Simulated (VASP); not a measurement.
Crystal: TiO2 (Anatase).

```
CELL_PARAMETERS angstrom
-1.89210 1.89210 4.75730
1.89210 -1.89210 4.75730
1.89210 1.89210 -4.75730
ATOMIC_POSITIONS crystal
Ti 0.75000 0.25000 0.50000
Ti 0.00000 0.00000 0.00000
O 0.79190 0.79190 0.00000
O 0.54190 0.04190 0.50000
O 0.95810 0.45810 0.50000
O 0.20810 0.20810 0.00000
```

Program: VASP 6.6.1. Alike in all runs: task single point; potentials or basis VASP PAW PBE potentials, release 64 (Ti_sv, O); no spin polarisation; cell as given; k mesh 10 × 10 × 10; cutoff (eV) 520; smearing fermi-dirac 0.05 eV.

Problem. Order these runs on this cell by their pressure, lowest first.
A. level PBE+D3(BJ)
B. level PBE+U; U Ti d U = 5.0 eV
C. level PBE+U; U Ti d U = 6.0 eV

Solution. A (2.4 GPa), B (15.3 GPa), C (17.2 GPa).

Caveats: three body term missing (some runs).
